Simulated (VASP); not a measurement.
# TaN (P-6m2) in VASP: further runs

The runs below take TaN through single point, with PBEsol.

All numbers are computed with VASP 6.6.1; they aren't measurements. Logs are shortened: lines on timing, memory, paths and dates and some standing lists are left out, and cuts for length are marked.

### Step 1. The cell of the first run

The structure is hexagonal, space group P-6m2 (No. 187). The conventional cell has a = 2.908 Å, b = 2.908 Å, c = 2.854 Å, α = 90.00°, β = 90.00°, γ = 120.00°. Ta (site symmetry -6m2) has 6 N at 2.20 Å and 2 Ta at 2.85 Å within 2.9 Å. Within 2.9 Å of N (site symmetry -6m2) lie 6 Ta at 2.20 Å and 2 N at 2.85 Å.

### Step 2. Single point, PBEsol (volume scaled by 0.97)

Input file INCAR:

```
PREC = Accurate
ENCUT = 520
EDIFF = 1E-6
ISMEAR = -1
SIGMA = 0.02
LREAL = False
LASPH = True
NELM = 60
ALGO = Normal
ISIF = 2
LWAVE = False
LCHARG = False
GGA = PS
NBANDS = 15
```

Input file KPOINTS:

```
regular mesh
0
Gamma
  12 12 10
```

Input file POSCAR:

```
TaN
1.0
    2.9083200731      0.0000000000      0.0000000000
   -1.4541600366      2.5186790657      0.0000000000
    0.0000000000      0.0000000000      2.8538767967
Ta N
1 1
Direct
    0.3333333333      0.6666666667      0.5000000000
    0.0000000000      0.0000000000      0.0000000000
```

Potentials or basis: VASP PAW PBE potentials, release 64 (Ta_pv, N).

Launch:

```sh
cat potpaw_PBE.64/Ta_pv/POTCAR potpaw_PBE.64/N/POTCAR > POTCAR
mpirun -np 1 vasp_std > vasp.out
```

OUTCAR:

```text
PREC = Accurate
   ENCUT = 520
   EDIFF = 1E-6
   ISMEAR = -1
   LREAL = False
   LASPH = True
   NELM = 60
   ISIF = 2
   GGA = PS

 ion  position               nearest neighbor table
   1  0.333  0.667  0.500-   2 2.20   2 2.20   2 2.20   2 2.20   2 2.20   2 2.20
   2  0.000  0.000  0.000-   1 2.20   1 2.20   1 2.20   1 2.20   1 2.20   1 2.20

  LATTYP: Found a hexagonal cell.
 ALAT       =     2.9083200731
 C/A-ratio  =     0.9812801635

  Lattice vectors:

 A1 = (   2.9083200731,   0.0000000000,   0.0000000000)
 A2 = (  -1.4541600366,   2.5186790657,   0.0000000000)
 A3 = (   0.0000000000,   0.0000000000,   2.8538767967)

Analysis of symmetry for initial positions (statically):
=====================================================================
 Subroutine PRICEL returns:
 Original cell was already a primitive cell.

 Routine SETGRP: Setting up the symmetry group for a
 hexagonal supercell.

 Subroutine GETGRP returns: Found 12 space group operations
 (whereof 12 operations were pure point group operations)
 out of a pool of 24 trial point group operations.

The static configuration has the point symmetry D_3h.

Analysis of symmetry for dynamics (positions and initial velocities):
=====================================================================
 Subroutine PRICEL returns:
 Original cell was already a primitive cell.

 Routine SETGRP: Setting up the symmetry group for a
 hexagonal supercell.

 Subroutine GETGRP returns: Found 12 space group operations
 (whereof 12 operations were pure point group operations)
 out of a pool of 24 trial point group operations.

The dynamic configuration has the point symmetry D_3h.

 Subroutine INISYM returns: Found 12 space group operations
 (whereof 12 operations are pure point group operations),
 and found     1 'primitive' translations

----------------------------------------------------------------------------------------

                                     Primitive cell

  volume of cell :      20.9050

  direct lattice vectors                    reciprocal lattice vectors
     2.908320073  0.000000000  0.000000000     0.343841109  0.198516757  0.000000000
    -1.454160037  2.518679066  0.000000000     0.000000000  0.397033514  0.000000000
     0.000000000  0.000000000  2.853876797     0.000000000  0.000000000  0.350400550

  length of vectors
     2.908320073  2.908320073  2.853876797     0.397033514  0.397033514  0.350400550

  position of ions in fractional coordinates (direct lattice)
     0.333333333  0.666666667  0.500000000
     0.000000000  0.000000000  0.000000000

  ion indices of the primitive-cell ions
   primitive index   ion index
                 1           1
                 2           2

----------------------------------------------------------------------------------------

 KPOINTS: regular mesh

Automatic generation of k-mesh.
 Grid dimensions read from file:
 generate k-points for:   12   12   10

 Generating k-lattice:

  Cartesian coordinates                     Fractional coordinates (reciprocal lattice)
     0.028653426  0.016543063  0.000000000     0.083333333  0.000000000  0.000000000
     0.000000000  0.033086126  0.000000000     0.000000000  0.083333333  0.000000000
     0.000000000  0.000000000  0.035040055     0.000000000  0.000000000  0.100000000

  Length of vectors
     0.033086126  0.033086126  0.035040055

  Shift w.r.t. Gamma in fractional coordinates (k-lattice)
     0.000000000  0.000000000  0.000000000

 Subroutine IBZKPT returns following result:
 ===========================================

 Found    114 irreducible k-points:

 Following reciprocal coordinates:
            Coordinates               Weight
  0.000000  0.000000  0.000000      1.000000
  0.083333  0.000000  0.000000      6.000000
  0.166667  0.000000  0.000000      6.000000
  0.250000 -0.000000  0.000000      6.000000
  0.333333  0.000000  0.000000      6.000000
  0.416667  0.000000  0.000000      6.000000
[... 16 lines left out ...]
  0.250000 -0.000000  0.100000     12.000000
  0.333333  0.000000  0.100000     12.000000
 [... further k-points ...]
   k-points           NKPTS =    114   k-points in BZ     NKDIM =    114   number of bands    NBANDS=     15
   number of dos      NEDOS =    301   number of ions     NIONS =      2
   total plane-waves  NPLWV =  13824
   dimension x,y,z NGX =    24 NGY =   24 NGZ =   24
   dimension x,y,z NGXF=    48 NGYF=   48 NGZF=   48
   ions per type =               1   1
   NGX,Y,Z   is equivalent  to a cutoff of  13.72, 13.72, 13.98 a.u.
   NGXF,Y,Z  is equivalent  to a cutoff of  27.44, 27.44, 27.96 a.u.
 SYSTEM =  unknown system
   PREC   = accura    normal or accurate (medium, high low for compatibility)
   ISTART =      0    job   : 0-new  1-cont  2-samecut
   ICHARG =      2    charge: 1-file 2-atom 10-const
   ISPIN  =      1    spin polarized calculation?
   LNONCOLLINEAR =      F non collinear calculations
   LSORBIT =      F    spin-orbit coupling
   LASPH  =      T    aspherical Exc in radial PAW
   ENCUT  =  520.0 eV  38.22 Ry    6.18 a.u.   5.41  5.41  5.31*2*pi/ulx,y,z
   NELM   =     60;   NELMIN=  2; NELMDL= -5     # of ELM steps
   EDIFF  = 0.1E-05   stopping-criterion for ELM
   LREAL  =      F    real-space projection
   EDIFFG = 0.1E-04   stopping-criterion for IOM
   NSW    =      0    number of steps for IOM
   IBRION =     -1    ionic relax: 0-MD 1-quasi-New 2-CG
   NFREE  =      0    steps in history (QN), initial steepest desc. (CG)
   ISIF   =      2    stress and relaxation
   ISYM   =      2    0-nonsym 1-usesym 2-fastsym
   POTIM  = 0.5000    time-step for ionic-motion
   TEBEG  =    0.0;   TEEND  =   0.0 temperature during run
   PSTRESS=    0.0 pullay stress
   NELECT =      16.0000    total number of electrons
   NUPDOWN=      -1.0000    fix difference up-down
   EMIN   =  10.00;   EMAX   =-10.00  energy-range for DOS
   EFERMI =   0.00;   METHOD = LEGACY
   ISMEAR =    -1;   SIGMA  =   0.02  broadening in eV -4-tet -1-fermi 0-gaus
   EFERMI_NEDOS =   21; number of points for ismear=-14 and -15
   IALGO  =     38    algorithm
   IMIX   =      4    mixing-type and parameters
     AMIX     =   0.40;   BMIX     =  1.00
     AMIX_MAG =   1.60;   BMIX_MAG =  1.00
  volume/ion in A,a.u.               =      10.45        70.54
  Fermi-wavevector in a.u.,A,eV,Ry     =   1.497493  2.829851 30.510856  2.242485
  Thomas-Fermi vector in A             =   2.609374
   LORBIT       =      0    0 simple, 1 ext, 2 COOP (PROOUT), +10 PAW based schemes
   GGA     = PS    functional components
   LHFCALC =     F    Hartree Fock is set to
   AEXX    =    0.0000 exact exchange contribution
   IVDW    =     0    specifies the selected vdW correction
   LEPSILON=     F    determine dielectric tensor
   LRPA    =     F    only Hartree local field effects (RPA)
 non-spin polarized calculation
  energy-cutoff  :      520.00
  volume of cell :       20.91
 maximum number of plane-waves:       581
 NGX is ok and might be reduce to    24
   NGX = 11   NGY = 11   NGZ = 11

 number of electron      15.9999999 magnetization

 Free energy of the ion-electron system (eV)
  ---------------------------------------------------
  ext. energy  EPLUGINS =         0.00000000
  ---------------------------------------------------
  free energy    TOTEN  =       -23.79693771 eV

  energy without entropy =      -23.79683819  energy(sigma->0) =      -23.79688795

 E-fermi :   8.5146     XC(G=0): -13.6723

 val. band max:        8.3881935762   @ k =   0.0000   0.0000   0.4000
 cond. band min:       8.5561802229   @ k =   0.0833   0.0000   0.5000
 fundamental gap:      0.1679866467
 Fermi energy:         8.5145621586

 k-point     1 :       0.0000    0.0000    0.0000
  band No.  band energies     occupation
      1     -26.2769      2.00000
      2     -25.9937      2.00000
      3     -25.9937      2.00000
      4      -9.5573      2.00000
      5       3.7141      2.00000
      6       3.7141      2.00000
      7       4.0431      2.00000
      8       5.4691      2.00000
      9      10.8596      0.00000
     10      12.1550      0.00000
     11      12.1550      0.00000
     12      12.5708      0.00000
     13      12.5708      0.00000
     14      21.6215      0.00000
     15      21.9987      0.00000

 k-point     2 :       0.0833    0.0000    0.0000
  band No.  band energies     occupation
      1     -26.2661      2.00000
      2     -26.0786      2.00000
      3     -26.0116      2.00000
      4      -9.4030      2.00000
      5       3.2709      2.00000
      6       3.8302      2.00000
      7       4.2628      2.00000
      8       5.2500      2.00000
      9      11.3947      0.00000
     10      11.8384      0.00000
     11      12.1767      0.00000
     12      12.4922      0.00000
     13      12.7711      0.00000
     14      21.6075      0.00000
     15      21.9828      0.00000

 k-point     3 :       0.1667    0.0000    0.0000
  band No.  band energies     occupation
      1     -26.3045      2.00000
      2     -26.2366      2.00000
      3     -26.0601      2.00000
      4      -8.9787      2.00000
      5       2.3595      2.00000
      6       4.1390      2.00000
      7       4.7156      2.00000
      8       4.7384      2.00000
      9      11.1099      0.00000
     10      12.2844      0.00000
     11      12.2872      0.00000
     12      12.6708      0.00000
     13      13.2091      0.00000
     14      21.5894      0.00000
     15      21.9590      0.00000

 k-point     4 :       0.2500   -0.0000    0.0000
  band No.  band energies     occupation
      1     -26.5999      2.00000
      2     -26.1960      2.00000
      3     -26.1257      2.00000
      4      -8.3870      2.00000
      5       1.4017      2.00000
      6       4.0913      2.00000
      7       4.5348      2.00000
      8       5.1860      2.00000
      9      10.6675      0.00000
     10      12.0157      0.00000
     11      12.5826      0.00000
     12      13.5923      0.00000
     13      13.9988      0.00000
     14      21.7261      0.00000
     15      21.9874      0.00000
[... 307 lines left out ...]
 k-point    22 :       0.1667    0.0000    0.1000
  band No.  band energies     occupation
      1     -26.3490      2.00000
      2     -26.2839      2.00000
      3     -26.0510      2.00000
      4      -8.7974      2.00000
      5       2.4581      2.00000
      6       3.6419      2.00000
      7       4.1510      2.00000
      8       5.6601      2.00000
      9      10.8918      0.00000
     10      10.9900      0.00000
     11      12.5374      0.00000
     12      13.4213      0.00000
     13      13.7689      0.00000
     14      21.4551      0.00000
     15      21.9391      0.00000

 k-point    23 :       0.2500   -0.0000    0.1000
  band No.  band energies     occupation
      1     -26.5878      2.00000
      2     -26.2933      2.00000
      3     -26.1160      2.00000
      4      -8.2562      2.00000
      5       1.4805      2.00000
      6       3.5522      2.00000
      7       4.4484      2.00000
      8       5.6286      2.00000
      9      10.7954      0.00000
     10      11.1644      0.00000
     11      12.9484      0.00000
     12      13.4926      0.00000
     13      14.8500      0.00000
     14      21.4688      0.00000
     15      21.9307      0.00000

 k-point    24 :       0.3333    0.0000    0.1000
  band No.  band energies     occupation
      1     -26.8660      2.00000
      2     -26.2497      2.00000
      3     -26.1802      2.00000
      4      -7.7006      2.00000
      5       0.6645      2.00000
      6       3.2519      2.00000
      7       4.6794      2.00000
      8       5.6130      2.00000
      9      11.1804      0.00000
     10      11.4947      0.00000
     11      13.1624      0.00000
     12      13.6417      0.00000
     13      15.8213      0.00000
     14      21.7314      0.00000
     15      21.9986      0.00000

 [... further k-points ...]
[... 5 lines left out ...]
  --------------------------------------------------------------------------------------
  -------------------------------------------------------------------------------------
  Total        0.8868411      0.8868411      1.0487660     -0.0000000      0.0000000      0.0000000
  in kB       67.9682568     67.9682568     80.3783188     -0.0000000      0.0000000      0.0000000
  external PRESSURE =      72.1049441 kB  Pullay stress =       0.0000000 kB

 VOLUME and BASIS-vectors are now :
 -----------------------------------------------------------------------------
  energy-cutoff  :      520.00
  volume of cell :       20.91
      direct lattice vectors                 reciprocal lattice vectors
     2.908320073  0.000000000  0.000000000     0.343841109  0.198516757  0.000000000
    -1.454160037  2.518679066  0.000000000     0.000000000  0.397033514  0.000000000
     0.000000000  0.000000000  2.853876797     0.000000000  0.000000000  0.350400550

 POSITION                                       TOTAL-FORCE (eV/Angst)
 -----------------------------------------------------------------------------------
     -0.00000      1.67912      1.42694        -0.000000      0.000000      0.000000
      0.00000      0.00000      0.00000         0.000000     -0.000000      0.000000
 -----------------------------------------------------------------------------------
    total drift:                                0.000000     -0.000000     -0.000000

  FREE ENERGIE OF THE ION-ELECTRON SYSTEM (eV)
  ---------------------------------------------------
  free  energy   TOTEN  =       -23.7969377094 eV

  energy  without entropy=      -23.7968381900  energy(sigma->0) =      -23.79688795
```

Run time: 38 s. Hardware: 1 thread of Intel Xeon Platinum 8259CL at 2.50GHz (Skylake/Cascade Lake), shared host; peak memory 0.16 GiB.

What came out:

- Free energy: -23.7969 eV
- Pressure: 7.2 GPa
- Band gap on the k mesh: zero (band 8 reaches 8.82 eV, above the bottom of band 9 at 8.30 eV)

Levels at points of the mesh, in eV from the Fermi level:
```
           k point  band 5  band 6  band 7  band 8  band 9  band 10  band 11  band 12
(0.00, 0.00, 0.00)   -4.80   -4.80   -4.47   -3.05    2.35     3.64     3.64     4.06
(0.50, 0.00, 0.00)   -8.59   -5.45   -3.73   -3.32    3.01     4.13     5.29     5.43
(0.00, 0.00, 0.50)   -9.67   -3.96   -3.96   -0.21   -0.21     2.43     3.29     3.29
(0.50, 0.00, 0.50)   -7.62   -6.42   -5.97   -0.39    4.27     5.50     6.25     7.28
```

Caveat: the PAW data sets were made with another functional, which shifts forces and pressure a little; spin-orbit coupling is left out, which moves the levels of the heavy elements.

### Step 3. Single point, PBEsol (volume scaled by 1.03)

Input file INCAR:

```
SYSTEM = TaN
PREC     = Accurate       ! precision mode
ENCUT    = 520            ! plane-wave cutoff, eV
EDIFF    = 1E-6           ! SCF threshold, eV
ISMEAR   = -1             ! smearing method
SIGMA    = 0.02           ! smearing width, eV
LREAL    = .False.        ! projectors in reciprocal space
LASPH    = .True.         ! aspherical terms in the spheres
NELM     = 100            ! most SCF steps
ALGO     = Normal         ! electronic algorithm
ISIF     = 2              ! what is computed and relaxed
LWAVE    = .False.        ! write WAVECAR
LCHARG   = .False.        ! write CHGCAR
GGA      = PS             ! functional
NBANDS   = 15             ! bands
```

Input file KPOINTS:

```
Automatic mesh
0
Gamma
  12 12 10
  0 0 0
```

Input file POSCAR:

```
TaN
1.0
    2.9670898479      0.0000000000      0.0000000000
   -1.4835449240      2.5695751837      0.0000000000
    0.0000000000      0.0000000000      2.9115464110
Ta N
1 1
Direct
    0.3333333333      0.6666666667      0.5000000000
    0.0000000000      0.0000000000      0.0000000000
```

Potentials or basis: VASP PAW PBE potentials, release 64 (Ta_pv, N).

Launch:

```sh
cat potpaw_PBE.64/Ta_pv/POTCAR potpaw_PBE.64/N/POTCAR > POTCAR
mpirun -np 1 vasp_std > vasp.out
```

It took 42 s on 1 thread of Intel Xeon Platinum 8259CL at 2.50GHz (Skylake/Cascade Lake), shared host; peak memory 0.16 GiB.

The run converged. Its results:

```yaml
Free_energy: -23.7673 eV
Pressure: -13.7 GPa
Band_gap_on_the_k_mesh: zero (band 8 reaches 8.17 eV, above the bottom of band 9 at 7.69 eV)
```

Stress tensor (GPa, compression positive):
```
-13.29   0.00   0.00
  0.00 -13.29   0.00
  0.00   0.00 -14.52
```

Levels at points of the mesh, in eV from the Fermi level:
```csv
k point,band 6,band 7,band 8,band 9,band 10,band 11
"(0.00, 0.00, 0.00)",-4.53,-4.19,-2.97,1.90,3.37,3.37
"(0.50, 0.00, 0.00)",-5.15,-3.47,-3.21,2.77,3.77,4.94
"(0.00, 0.00, 0.50)",-3.74,-3.74,-0.19,-0.19,2.26,3.12
"(0.50, 0.00, 0.50)",-6.18,-5.63,-0.50,3.85,5.04,5.71
```

Caveat: the PAW data sets were made with another functional, which shifts forces and pressure a little; spin-orbit coupling is left out, which moves the levels of the heavy elements.

### Step 4. Single point, PBEsol (equal xx and yy strain of -2 %)

Input file INCAR:

```
  PREC = Accurate
  ENCUT = 520
  EDIFF = 1E-7
  ISMEAR = -1
  SIGMA = 0.02
  LREAL = False
  LASPH = True
  NELM = 100
  ALGO = Normal
  ISIF = 2
  LWAVE = False
  LCHARG = False
  GGA = PS
  NBANDS = 15
```

Input file KPOINTS:

```
regular mesh
0
Gamma
  12 12 10
```

Input file POSCAR:

```
TaN
1.0
    2.8792388812      0.0000000000      0.0000000000
   -1.4396194406      2.4934940148      0.0000000000
    0.0000000000      0.0000000000      2.8830000000
Ta N
1 1
Direct
    0.3333333333      0.6666666667      0.5000000000
    0.0000000000      0.0000000000      0.0000000000
```

Launch:

```sh
cat potpaw_PBE.64/Ta_pv/POTCAR potpaw_PBE.64/N/POTCAR > POTCAR
mpirun -np 1 vasp_std > vasp.out
```

Wall time 16 s (1 thread of Intel Xeon 6975P-C, shared host); peak memory 0.17 GiB.

Results (log left out):

```
Free energy            : -23.7757 eV
Pressure               : 10.7 GPa
Band gap on the k mesh : zero (band 8 reaches 8.80 eV, above the bottom of band 9 at 8.38 eV)
```

Stress tensor (GPa, compression positive):
```
14.77  0.00  0.00
 0.00 14.77  0.00
 0.00  0.00  2.54
```

Levels at points of the mesh, in eV from the Fermi level:
```csv
k point,band 5,band 6,band 7,band 8,band 9,band 10,band 11,band 12
"(0.00, 0.00, 0.00)",-4.67,-4.67,-4.57,-3.17,2.61,3.58,3.58,4.09
"(0.50, 0.00, 0.00)",-8.61,-5.67,-3.78,-3.22,2.97,4.38,5.23,5.67
"(0.00, 0.00, 0.50)",-9.74,-3.80,-3.80,-0.23,-0.23,2.16,3.47,3.47
"(0.50, 0.00, 0.50)",-7.65,-6.47,-5.87,-0.43,4.36,5.72,6.17,7.42
```

Caveat: the cell differs from its parent crystal (equal xx and yy strain of -2 %); the PAW data sets were made with another functional, which shifts forces and pressure a little; spin-orbit coupling is left out, which moves the levels of the heavy elements.

(Part 1 of 2 ends here.)
